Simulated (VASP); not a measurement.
# SnS2 (Berndtite-2T) (P-3m1) in VASP: further runs, part 2 of 2

VASP 6.6.1. Earlier steps stand in the parts before.

### 4 Relaxation of cell and atoms, PBE+D3(BJ)

Input file INCAR:

```
SYSTEM = SnS2
PREC = Accurate
ENCUT = 500
EDIFF = 1E-7
ISMEAR = -1
SIGMA = 0.1
LREAL = .False.
LASPH = .True.
NELM = 120
ALGO = Normal
ISIF = 3
LWAVE = .False.
LCHARG = .False.
GGA = PE
IVDW = 12
IBRION = 2
NSW = 80
EDIFFG = -0.01
GGA_COMPAT = .False.
NELMIN = 4
```

Input file KPOINTS:

```
regular mesh
0
Gamma
  6 6 4
  0 0 0
```

Input file POSCAR:

```
SnS2
1.0
    3.6390000000      0.0000000000      0.0000000000
   -1.8195000000      3.1514664400      0.0000000000
    0.0000000000      0.0000000000      5.8680000000
Sn S
1 2
Direct
    0.0000000000      0.0000000000      0.0000000000
    0.3333333333      0.6666666667      0.2500000000
    0.6666666667      0.3333333333      0.7500000000
```

Potentials or basis: VASP PAW PBE potentials, release 64 (Sn_d, S).

The run is started by

```
> cat potpaw_PBE.64/Sn_d/POTCAR potpaw_PBE.64/S/POTCAR > POTCAR
> mpirun -np 1 vasp_std > vasp.out
```

OUTCAR:

```text
SYSTEM = SnS2
   PREC = Accurate
   ENCUT = 500
   EDIFF = 1E-7
   ISMEAR = -1
   LREAL = .False.
   LASPH = .True.
   NELM = 120
   ISIF = 3
   GGA = PE
   IVDW = 12
   IBRION = 2
   NSW = 80
   EDIFFG = -0.01
   NELMIN = 4
 IVDW          = 12

 ion  position               nearest neighbor table
   1  0.000  0.000  0.000-   2 2.56   3 2.56   3 2.56   2 2.56   3 2.56   2 2.56
   2  0.333  0.667  0.250-   1 2.56   1 2.56   1 2.56
   3  0.667  0.333  0.750-   1 2.56   1 2.56   1 2.56

  LATTYP: Found a hexagonal cell.
 ALAT       =     3.6390000000
 C/A-ratio  =     1.6125309151

  Lattice vectors:

 A1 = (   3.6390000000,   0.0000000000,   0.0000000000)
 A2 = (  -1.8195000000,   3.1514664400,   0.0000000000)
 A3 = (   0.0000000000,   0.0000000000,   5.8680000000)

Analysis of symmetry for initial positions (statically):
=====================================================================
 Subroutine PRICEL returns:
 Original cell was already a primitive cell.

 Routine SETGRP: Setting up the symmetry group for a
 hexagonal supercell.

 Subroutine GETGRP returns: Found 12 space group operations
 (whereof 12 operations were pure point group operations)
 out of a pool of 24 trial point group operations.

The static configuration has the point symmetry D_3d.

Analysis of symmetry for dynamics (positions and initial velocities):
=====================================================================
 Subroutine PRICEL returns:
 Original cell was already a primitive cell.

 Routine SETGRP: Setting up the symmetry group for a
 hexagonal supercell.

 Subroutine GETGRP returns: Found 12 space group operations
 (whereof 12 operations were pure point group operations)
 out of a pool of 24 trial point group operations.

The dynamic configuration has the point symmetry D_3d.

 Subroutine INISYM returns: Found 12 space group operations
 (whereof 12 operations are pure point group operations),
 and found     1 'primitive' translations
[... 88 lines left out ...]
   ISTART =      0    job   : 0-new  1-cont  2-samecut
   ICHARG =      2    charge: 1-file 2-atom 10-const
   ISPIN  =      1    spin polarized calculation?
   LNONCOLLINEAR =      F non collinear calculations
   LSORBIT =      F    spin-orbit coupling
   LASPH  =      T    aspherical Exc in radial PAW
   ENCUT  =  500.0 eV  36.75 Ry    6.06 a.u.   6.63  6.63 10.70*2*pi/ulx,y,z
   NELM   =    120;   NELMIN=  4; NELMDL= -5     # of ELM steps
   EDIFF  = 0.1E-06   stopping-criterion for ELM
   LREAL  =      F    real-space projection
   EDIFFG = -.1E-01   stopping-criterion for IOM
   NSW    =     80    number of steps for IOM
   IBRION =      2    ionic relax: 0-MD 1-quasi-New 2-CG
   NFREE  =      1    steps in history (QN), initial steepest desc. (CG)
   ISIF   =      3    stress and relaxation
   ISYM   =      2    0-nonsym 1-usesym 2-fastsym
   POTIM  = 0.5000    time-step for ionic-motion
   TEBEG  =    0.0;   TEEND  =   0.0 temperature during run
   PSTRESS=    0.0 pullay stress
   NELECT =      26.0000    total number of electrons
   NUPDOWN=      -1.0000    fix difference up-down
   EMIN   =  10.00;   EMAX   =-10.00  energy-range for DOS
   EFERMI =   0.00;   METHOD = LEGACY
   ISMEAR =    -1;   SIGMA  =   0.10  broadening in eV -4-tet -1-fermi 0-gaus
   EFERMI_NEDOS =   21; number of points for ismear=-14 and -15
   IALGO  =     38    algorithm
   IMIX   =      4    mixing-type and parameters
     AMIX     =   0.40;   BMIX     =  1.00
     AMIX_MAG =   1.60;   BMIX_MAG =  1.00
  volume/ion in A,a.u.               =      22.43       151.38
  Fermi-wavevector in a.u.,A,eV,Ry     =   1.192352  2.253218 19.343434  1.421702
  Thomas-Fermi vector in A             =   2.328392
   LORBIT       =      0    0 simple, 1 ext, 2 COOP (PROOUT), +10 PAW based schemes
   GGA     = PE    functional components
   LHFCALC =     F    Hartree Fock is set to
   AEXX    =    0.0000 exact exchange contribution
   IVDW    =    12    specifies the selected vdW correction
   LEPSILON=     F    determine dielectric tensor
   LRPA    =     F    only Hartree local field effects (RPA)
 conjugate gradient relaxation of ions
 non-spin polarized calculation
  energy-cutoff  :      500.00
  volume of cell :       67.30
 maximum number of plane-waves:      1737
 NGX is ok and might be reduce to    28
   NGX = 13   NGY = 13   NGZ = 21

--------------------------------------- Ionic step        1  -------------------------------------------

 number of electron      26.0000007 magnetization

 Free energy of the ion-electron system (eV)
  ---------------------------------------------------
  ext. energy  EPLUGINS =         0.00000000
  ---------------------------------------------------
  free energy    TOTEN  =       -13.13337966 eV

  energy without entropy =      -13.13320149  energy(sigma->0) =      -13.13329058

------------------------ aborting loop because EDIFF is reached ----------------------------------------

 Edisp (eV)   -0.98983

 E8    (eV) :    -0.4043
[... 319 lines left out ...]
--------------------------------------- Ionic step        9  -------------------------------------------

 number of electron      26.0000011 magnetization

 Free energy of the ion-electron system (eV)
  ---------------------------------------------------
  ext. energy  EPLUGINS =         0.00000000
  ---------------------------------------------------
  free energy    TOTEN  =       -13.14590017 eV

  energy without entropy =      -13.14562775  energy(sigma->0) =      -13.14576396

 E-fermi :   5.5353     XC(G=0):  -9.6726

 val. band max:        4.8733210056   @ k =   0.0000   0.0000   0.0000
 cond. band min:       6.2011738490   @ k =   0.5000  -0.0000   0.2500
 fundamental gap:      1.3278528434
 Fermi energy:         5.5353283563

 k-point     1 :       0.0000    0.0000    0.0000
  band No.  band energies     occupation
      1     -16.1679      2.00000
      2     -16.1679      2.00000
      3     -16.1300      2.00000
      4     -16.1033      2.00000
      5     -16.1033      2.00000
      6      -8.9553      2.00000
[... 503 lines left out ...]
  FREE ENERGIE OF THE ION-ELECTRON SYSTEM (eV)
  ---------------------------------------------------
  free  energy   TOTEN  =       -14.1328411861 eV

  energy  without entropy=      -14.1325687680  energy(sigma->0) =      -14.13270498

 reached required accuracy - stopping structural energy minimisation
```

CONTCAR:

```text
SnS2
   1.00000000000000
     3.6691056677962250   -0.0000000000000000    0.0000000000000000
    -1.8345528338981125    3.1775387130010251    0.0000000000000000
     0.0000000000000001   -0.0000000000000001    5.7937022282826316
  Sn              S
     1     2
Direct
     0.0000000000000000    1.0000000000000000    0.0000000000000000
     0.3333333332999970    0.6666666667000030    0.2548984179652429
     0.6666666667000030    0.3333333332999970    0.7451015820347568

  0.00000000E+00  0.00000000E+00  0.00000000E+00
  0.00000000E+00  0.00000000E+00  0.00000000E+00
  0.00000000E+00  0.00000000E+00  0.00000000E+00
```

Run time: 96 s. Hardware: 1 thread of Intel Xeon 6975P-C (Granite Rapids), shared host; peak memory 0.21 GiB.

What came out:

* Free energy: -14.1328 eV
* Relaxed volume: 22.52 Å³/atom
* Relaxed cell: a = 3.669 Å, b = 3.669 Å, c = 5.794 Å, α = 90.00°, β = 90.00°, γ = 120.00°
* Space group after relaxing (to 0.05 Å): P-3m1 (No. 164)
* Energy gained by relaxing: 3.2 meV/atom
* Ionic steps: 9
* Pressure after relaxing: 0.0 GPa
* Band gap on the k mesh: 1.33 eV, indirect (least direct gap 1.72 eV)
* Dispersion energy per atom: -0.329 eV

Step by step:
| step | energy change (eV) | largest force (eV/Å) | pressure (GPa) | volume (Å³) |
| --- | --- | --- | --- | --- |
| 1 | 0.0000 | 0.2482 | 1.70 | 67.30 |
| 2 | -0.0013 | 0.1874 | -1.54 | 69.64 |
| 3 | -0.0079 | 0.0145 | -0.05 | 68.50 |
| 4 | -0.0082 | 0.0265 | -0.06 | 68.46 |
| 5 | -0.0085 | 0.0534 | -0.07 | 68.38 |
| 6 | -0.0088 | 0.0455 | -0.07 | 68.26 |
| 7 | -0.0094 | 0.0221 | -0.04 | 67.89 |
| 8 | -0.0094 | 0.0255 | 0.03 | 67.15 |
| 9 | -0.0096 | 0.0008 | -0.01 | 67.55 |

Final structure:
```xyz
3
Lattice="3.6691 0.0000 0.0000 -1.8346 3.1775 0.0000 0.0000 0.0000 5.7937" Properties=species:S:1:pos:R:3 pbc="T T T"
Sn   -1.8346    3.1775    0.0000
S     0.0000    2.1184    1.4768
S     1.8346    1.0592    4.3169
```

Levels at points of the mesh, in eV from the valence-band top:
```csv
k point,band 10,band 11,band 12,band 13,band 14,band 15,band 16,band 17
"(0.00, 0.00, 0.00)",-0.74,-0.51,-0.51,0.00,1.72,3.51,5.31,5.31
"(0.50, 0.00, 0.00)",-2.87,-2.64,-1.19,-0.37,1.63,4.35,5.79,5.90
"(0.00, 0.00, 0.50)",-0.85,-0.85,-0.33,-0.33,2.96,3.58,5.00,5.00
"(0.50, 0.00, 0.50)",-2.44,-1.84,-0.84,-0.80,1.38,4.58,5.43,6.38
```

Caveat: spin-orbit coupling is left out, which moves the levels of the heavy elements.

### 5 Summary

| level | potentials or basis | gap on the mesh (eV) | pressure (GPa) | relaxed volume (Å³/atom) |
| --- | --- | --- | --- | --- |
| LDA | VASP PAW LDA potentials, release 64 (Sn_d, S) | 1.15 | 0.0 | 21.64 |
| revPBE+D3(BJ) | VASP PAW PBE potentials, release 64 (Sn_d, S) | 1.26 | 0.0 | 21.61 |
| PBE+D3(BJ) | VASP PAW PBE potentials, release 64 (Sn_d, S) | 1.33 | 0.0 | 22.52 |

Alike in all rows: task relaxation of cell and atoms; no spin polarisation; cell relaxed; k mesh 6 × 6 × 4; cutoff (eV) 500; smearing fermi-dirac 0.1 eV.

Caveats: spin-orbit coupling is left out, which moves the levels of the heavy elements; the PAW data sets were made with another functional, which shifts forces and pressure a little (some runs).

Total energies depend on the potentials used, so only differences within one code and one set of settings carry meaning.
